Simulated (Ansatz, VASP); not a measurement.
**BAs: VASP beside Ansatz**

File INCAR:

```
PREC = Accurate
ENCUT = 520
EDIFF = 1E-7
ISMEAR = -1
SIGMA = 0.05
LREAL = False
LASPH = True
NELM = 80
ALGO = Normal
ISIF = 2
LWAVE = False
LCHARG = False
GGA = CA
NBANDS = 11
```

Contents of KPOINTS:

```
Automatic mesh
0
Gamma
  13 13 13
```

File POSCAR:

```
BAs
1.0
    0.0000000000      2.3407300000      2.3885000000
    2.3407300000      0.0000000000      2.3885000000
    2.3407300000      2.3407300000      0.0000000000
B As
1 1
Direct
    0.0000000000      0.0000000000      0.0000000000
    0.7500000000      0.7500000000      0.7500000000
```

Input for Ansatz:

```yaml
crystal:
  lattice:
    - [0.0, 2.34073, 2.3885]
    - [2.34073, 0.0, 2.3885]
    - [2.34073, 2.34073, 0.0]
  atoms:
    - { symbol: B, position: [0.0, 0.0, 0.0] }
    - { symbol: As, position: [0.75, 0.75, 0.75] }
kpoints:
  mp_grid: { grid: [13, 13, 13] }
  band_path:
    path:
      - [0.0, 0.0, 0.0]
      - [0.5, 0.0, 0.5]
      - [0.75, 0.25, 0.5]
      - [0.5, 0.5, 0.5]
      - [0.0, 0.0, 0.0]
      - [0.5, 0.5, 0.0]
      - [0.62995, 0.62995, 0.2599]
      - [0.37005, 0.37005, 0.7401]
      - [0.0, 0.0, 0.0]
    npoints: 5
scf:
  occupations: { method: fermi_dirac, width: 0.05 }
hamiltonian:
  xc: lda
  pseudopotentials: { kind: all_electron, lapw: { basis_error: 0.0005 } }
output:
  forces: true
  stress: true
  eigenvalues: true
```

Change from the starting cell: equal xx and yy strain of -2 %.

Alike in both runs: task single point; functional LDA; k mesh 13 × 13 × 13; occupations fermi-dirac, width 0.05 eV; no spin polarisation.

```csv
,VASP,Ansatz
version,VASP 6.6.1,Ansatz 0.2.0
potentials or method,"VASP PAW LDA potentials, release 64 (B, As), cutoff 520 eV","all-electron LAPW, scalar-relativistic"
```

|  | VASP | Ansatz | Ansatz less VASP |
| --- | --- | --- | --- |
| pressure (GPa) | 2.8 | 1.8 | -1.01 |
| traceless stress, the component that is largest in VASP (GPa) | -2.98 | -3.00 | -0.019 |

LDA's correlation is that of Perdew and Zunger in VASP and of Perdew and Wang (1992) in Ansatz. Ansatz ran all-electron here, and VASP with PAW potentials.
